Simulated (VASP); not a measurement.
# TiAl3 (I4/mmm) in VASP: further runs

TiAl3 is run at these levels: PBE; tasks: single point.

Program: VASP 6.6.1. These are calculated values, not measurements. Logs are shortened: lines on timing, memory, paths and dates and some standing lists are left out, and cuts for length are marked.

## 1. The cell of the first run

It takes space group I4/mmm (No. 139, tetragonal). The conventional cell has a = 3.822 Å, b = 3.822 Å, c = 8.561 Å, α = 90.00°, β = 90.00°, γ = 90.00°. Ti (site symmetry 4/mmm) has 12 Al at 2.70 to 2.87 Å within 3.6 Å. Within 3.6 Å of Al (site symmetry 4/mmm) lie 4 Ti at 2.70 Å and 8 Al at 2.87 Å. Within 3.6 Å of Al (site symmetry -4m2) lie 8 Al at 2.70 to 2.87 Å and 4 Ti at 2.87 Å.

## 2. Single point, PBE

The input, INCAR:

```
ALGO = Normal ; EDIFF = 1E-6
ENCUT = 520 ; GGA = PE
ISIF = 2 ; ISMEAR = 0
LASPH = True ; LCHARG = True
LELF = True ; LREAL = False
LVHAR = True ; LWAVE = False
NBANDS = 18 ; NELM = 80
PREC = Accurate ; SIGMA = 0.1
```

The input, KPOINTS:

```
k-points
0
Gamma
  6 6 6
```

The input, POSCAR:

```
TiAl3
1.0
   -1.9111068200      1.9111068200      4.2806687400
    1.9111068200     -1.9111068200      4.2806687400
    1.9111068200      1.9111068200     -4.2806687400
Ti Al
1 3
Direct
    0.0000000000      0.0000000000      0.0000000000
    0.5000000000      0.5000000000      0.0000000000
    0.7500000000      0.2500000000      0.5000000000
    0.2500000000      0.7500000000      0.5000000000
```

Potentials or basis: VASP PAW PBE potentials, release 64 (Ti_sv, Al).

Started as:

```bash
cat potpaw_PBE.64/Ti_sv/POTCAR potpaw_PBE.64/Al/POTCAR > POTCAR
mpirun -np 1 vasp_std > vasp.out
```

OUTCAR:

```text
EDIFF = 1E-6
   ENCUT = 520
   GGA = PE
   ISIF = 2
   ISMEAR = 0
   LASPH = True
   LREAL = False
   NELM = 80
   PREC = Accurate

 ion  position               nearest neighbor table
   1  0.000  0.000  0.000-   2 2.70   2 2.70   2 2.70   2 2.70   4 2.87   3 2.87   4 2.87   4 2.87
                             3 2.87   3 2.87   4 2.87   3 2.87
   2  0.500  0.500  0.000-   1 2.70   1 2.70   1 2.70   1 2.70   4 2.87   3 2.87   4 2.87   3 2.87
                             4 2.87   4 2.87   3 2.87   3 2.87
   3  0.750  0.250  0.500-   4 2.70   4 2.70   4 2.70   4 2.70   2 2.87   1 2.87   2 2.87   1 2.87
                             2 2.87   2 2.87   1 2.87   1 2.87
   4  0.250  0.750  0.500-   3 2.70   3 2.70   3 2.70   3 2.70   2 2.87   1 2.87   2 2.87   2 2.87
                             1 2.87   1 2.87   2 2.87   1 2.87

  LATTYP: Found a body centered tetragonal cell.
 ALAT       =     3.8222136400
 C/A-ratio  =     2.2398898351

  Lattice vectors:

 A1 = (  -1.9111068200,   1.9111068200,   4.2806687400)
 A2 = (   1.9111068200,  -1.9111068200,   4.2806687400)
 A3 = (   1.9111068200,   1.9111068200,  -4.2806687400)

Analysis of symmetry for initial positions (statically):
=====================================================================
 Subroutine PRICEL returns:
 Original cell was already a primitive cell.

 Routine SETGRP: Setting up the symmetry group for a
 body centered tetragonal supercell.

 Subroutine GETGRP returns: Found 16 space group operations
 (whereof 16 operations were pure point group operations)
 out of a pool of 16 trial point group operations.

The static configuration has the point symmetry D_4h.

Analysis of symmetry for dynamics (positions and initial velocities):
=====================================================================
 Subroutine PRICEL returns:
 Original cell was already a primitive cell.

 Routine SETGRP: Setting up the symmetry group for a
 body centered tetragonal supercell.

 Subroutine GETGRP returns: Found 16 space group operations
 (whereof 16 operations were pure point group operations)
 out of a pool of 16 trial point group operations.

The dynamic configuration has the point symmetry D_4h.

 Subroutine INISYM returns: Found 16 space group operations
 (whereof 16 operations are pure point group operations),
 and found     1 'primitive' translations

[... 92 lines left out ...]
   ISPIN  =      1    spin polarized calculation?
   LNONCOLLINEAR =      F non collinear calculations
   LSORBIT =      F    spin-orbit coupling
   LASPH  =      T    aspherical Exc in radial PAW
   ENCUT  =  520.0 eV  38.22 Ry    6.18 a.u.   9.41  9.41  9.41*2*pi/ulx,y,z
   NELM   =     80;   NELMIN=  2; NELMDL= -5     # of ELM steps
   EDIFF  = 0.1E-05   stopping-criterion for ELM
   LREAL  =      F    real-space projection
   EDIFFG = 0.1E-04   stopping-criterion for IOM
   NSW    =      0    number of steps for IOM
   IBRION =     -1    ionic relax: 0-MD 1-quasi-New 2-CG
   NFREE  =      0    steps in history (QN), initial steepest desc. (CG)
   ISIF   =      2    stress and relaxation
   ISYM   =      2    0-nonsym 1-usesym 2-fastsym
   POTIM  = 0.5000    time-step for ionic-motion
   TEBEG  =    0.0;   TEEND  =   0.0 temperature during run
   PSTRESS=    0.0 pullay stress
   NELECT =      21.0000    total number of electrons
   NUPDOWN=      -1.0000    fix difference up-down
   EMIN   =  10.00;   EMAX   =-10.00  energy-range for DOS
   EFERMI =   0.00;   METHOD = LEGACY
   ISMEAR =     0;   SIGMA  =   0.10  broadening in eV -4-tet -1-fermi 0-gaus
   EFERMI_NEDOS =   21; number of points for ismear=-14 and -15
   IALGO  =     38    algorithm
   IMIX   =      4    mixing-type and parameters
     AMIX     =   0.40;   BMIX     =  1.00
     AMIX_MAG =   1.60;   BMIX_MAG =  1.00
  volume/ion in A,a.u.               =      15.63       105.51
  Fermi-wavevector in a.u.,A,eV,Ry     =   1.137891  2.150303 17.616775  1.294796
  Thomas-Fermi vector in A             =   2.274596
   LORBIT       =      0    0 simple, 1 ext, 2 COOP (PROOUT), +10 PAW based schemes
   GGA     = PE    functional components
   LHFCALC =     F    Hartree Fock is set to
   AEXX    =    0.0000 exact exchange contribution
   IVDW    =     0    specifies the selected vdW correction
   LEPSILON=     F    determine dielectric tensor
   LRPA    =     F    only Hartree local field effects (RPA)
 non-spin polarized calculation
 Gauss-broadening in eV      SIGMA  =   0.10
  energy-cutoff  :      520.00
  volume of cell :       62.54
 maximum number of plane-waves:      1697
 NGX is ok and might be reduce to    40
   NGX = 19   NGY = 19   NGZ = 19

 number of electron      20.9999999 magnetization

 Free energy of the ion-electron system (eV)
  ---------------------------------------------------
  ext. energy  EPLUGINS =         0.00000000
  ---------------------------------------------------
  free energy    TOTEN  =       -20.66236946 eV

  energy without entropy =      -20.65584581  energy(sigma->0) =      -20.65910764

 E-fermi :   8.3743     XC(G=0): -10.7946

 val. band max:        8.3563873040   @ k =   0.3333   0.0000  -0.0000
 cond. band min:       8.4227812002   @ k =  -0.3333  -0.3333   0.1667
 fundamental gap:      0.0663938962
 Fermi energy:         8.3743374824

 k-point     1 :       0.0000    0.0000    0.0000
  band No.  band energies     occupation
      1     -48.0933      2.00000
      2     -24.4154      2.00000
      3     -24.4154      2.00000
      4     -24.3202      2.00000
      5      -1.7634      2.00000
      6       5.4978      2.00000
[... 481 lines left out ...]
      5      -0.9750      2.00000
      6       2.9145      2.00000
[... 10 lines left out ...]
     17      13.4447      0.00000
     18      13.7439      0.00000

 [... further k-points ...]
[... 5 lines left out ...]
  --------------------------------------------------------------------------------------
  -------------------------------------------------------------------------------------
  Total        0.7516513      0.7516513      0.8332618      0.0000000      0.0000000      0.0000000
  in kB       19.2568605     19.2568605     21.3476722      0.0000000      0.0000000      0.0000000
  external PRESSURE =      19.9537977 kB  Pullay stress =       0.0000000 kB

 VOLUME and BASIS-vectors are now :
 -----------------------------------------------------------------------------
  energy-cutoff  :      520.00
  volume of cell :       62.54
      direct lattice vectors                 reciprocal lattice vectors
    -1.911106820  1.911106820  4.280668740     0.000000000  0.261628494  0.116804180
     1.911106820 -1.911106820  4.280668740     0.261628494  0.000000000  0.116804180
     1.911106820  1.911106820 -4.280668740     0.261628494  0.261628494  0.000000000

 POSITION                                       TOTAL-FORCE (eV/Angst)
 -----------------------------------------------------------------------------------
      0.00000      0.00000      0.00000        -0.000000     -0.000000     -0.000000
      0.00000      0.00000      4.28067        -0.000000     -0.000000     -0.000000
      0.00000      1.91111      2.14033         0.000000     -0.000000      0.000000
      1.91111      0.00000      2.14033        -0.000000      0.000000     -0.000000
 -----------------------------------------------------------------------------------
    total drift:                               -0.000000     -0.000000     -0.000000

  FREE ENERGIE OF THE ION-ELECTRON SYSTEM (eV)
  ---------------------------------------------------
  free  energy   TOTEN  =       -20.6623694644 eV

  energy  without entropy=      -20.6558458144  energy(sigma->0) =      -20.65910764
```

OSZICAR:

```text
N       E                     dE             d eps       ncg     rms          rms(c)
DAV:   1     0.126004490870E+03    0.12600E+03   -0.91673E+03  1080   0.108E+03
DAV:   2    -0.137938550126E+02   -0.13980E+03   -0.13615E+03  1104   0.289E+02
DAV:   3    -0.224451789589E+02   -0.86513E+01   -0.84721E+01  1736   0.665E+01
DAV:   4    -0.226713071047E+02   -0.22613E+00   -0.22562E+00  1322   0.100E+01
DAV:   5    -0.226803204663E+02   -0.90134E-02   -0.90122E-02  1660   0.197E+00    0.110E+01
DAV:   6    -0.214197898639E+02    0.12605E+01   -0.20190E+01  1482   0.345E+01    0.678E+00
DAV:   7    -0.207438521754E+02    0.67594E+00   -0.78934E+00  1366   0.199E+01    0.305E+00
DAV:   8    -0.207244732672E+02    0.19379E-01   -0.12338E+00  1350   0.860E+00    0.194E+00
DAV:   9    -0.206624037939E+02    0.62069E-01   -0.44594E-01  1386   0.498E+00    0.251E-01
DAV:  10    -0.206643290075E+02   -0.19252E-02   -0.10221E-02  1296   0.660E-01    0.318E-01
DAV:  11    -0.206623917253E+02    0.19373E-02   -0.76542E-03  1506   0.588E-01    0.600E-02
DAV:  12    -0.206623686962E+02    0.23029E-04   -0.39043E-04  1454   0.134E-01    0.388E-02
DAV:  13    -0.206623694644E+02   -0.76810E-06   -0.62413E-06  1220   0.192E-02
   1 F= -.20662369E+02 E0= -.20659108E+02  d E =-.652365E-02
```

Run time: 25 s. Hardware: 1 thread of Intel Xeon 6975P-C (Granite Rapids), shared host; peak memory 0.24 GiB.

What came out:

* Free energy: -20.6624 eV
* Pressure: 2.0 GPa
* Band gap on the k mesh: zero (an odd number of electrons rules out a gap without spin polarisation)

## 3. Single point, PBE, collinear spin

The input, INCAR:

```
SYSTEM = TiAl3
PREC = Accurate
ENCUT = 520
EDIFF = 1E-7
ISMEAR = 0
SIGMA = 0.1
LREAL = .False.
LASPH = .True.
NELM = 150
ALGO = Normal
ISIF = 2
LWAVE = .False.
LCHARG = .False.
ISPIN = 2
MAGMOM = 1 0 0 0
LORBIT = 11
LMAXMIX = 4
GGA = PE
NBANDS = 22
```

The input, KPOINTS:

```
regular mesh
0
Gamma
  6 6 6
  0 0 0
```

POSCAR is that of step 2.

Potentials or basis: VASP PAW PBE potentials, release 64 (Ti_sv, Al).

Started as:

```bash
cat potpaw_PBE.64/Ti_sv/POTCAR potpaw_PBE.64/Al/POTCAR > POTCAR
mpirun -np 1 vasp_std > vasp.out
```

It took 61 s on 1 thread of Intel Xeon 6975P-C (Granite Rapids), shared host; peak memory 0.3 GiB.

The run converged. Its results:

```yaml
Free_energy: -20.6624 eV
Pressure: 2.1 GPa
Net_moment: 0.00 μB per cell
Valence_electrons_inside_the_program's_atomic_spheres: Ti 10.30; Al 0.82, 0.81 (each value once)
```

Stress tensor (GPa, compression positive):
```
2.01 0.00 0.00
0.00 2.01 0.00
0.00 0.00 2.22
```

Levels at points of the mesh, in eV from the Fermi level:
Spin up:
| k point | band 9 | band 10 | band 11 | band 12 | band 13 | band 14 |
| --- | --- | --- | --- | --- | --- | --- |
| (0.00, 0.00, 0.00) | -1.24 | -1.24 | 0.81 | 1.73 | 1.73 | 2.24 |
| (0.50, 0.00, 0.00) | -1.08 | -0.27 | 0.50 | 1.80 | 2.09 | 2.72 |
| (0.50, 0.50, 0.00) | -2.73 | -2.22 | -1.00 | 1.77 | 1.94 | 2.69 |
| (0.50, 0.50, 0.50) | -0.94 | -0.24 | 0.70 | 0.70 | 0.93 | 3.07 |
Spin down:
```
           k point  band 8  band 9  band 10  band 11  band 12  band 13  band 14  band 15
(0.00, 0.00, 0.00)   -1.43   -1.24    -1.24     0.81     1.73     1.73     2.24     2.46
(0.50, 0.00, 0.00)   -2.97   -1.08    -0.27     0.50     1.80     2.09     2.72     3.16
(0.50, 0.50, 0.00)   -3.78   -2.73    -2.22    -1.00     1.77     1.94     2.69     2.83
(0.50, 0.50, 0.50)   -0.94   -0.94    -0.24     0.70     0.70     0.93     3.07     4.76
```

The gap in the log of VASP goes by the Fermi energy; the results here count the filled bands.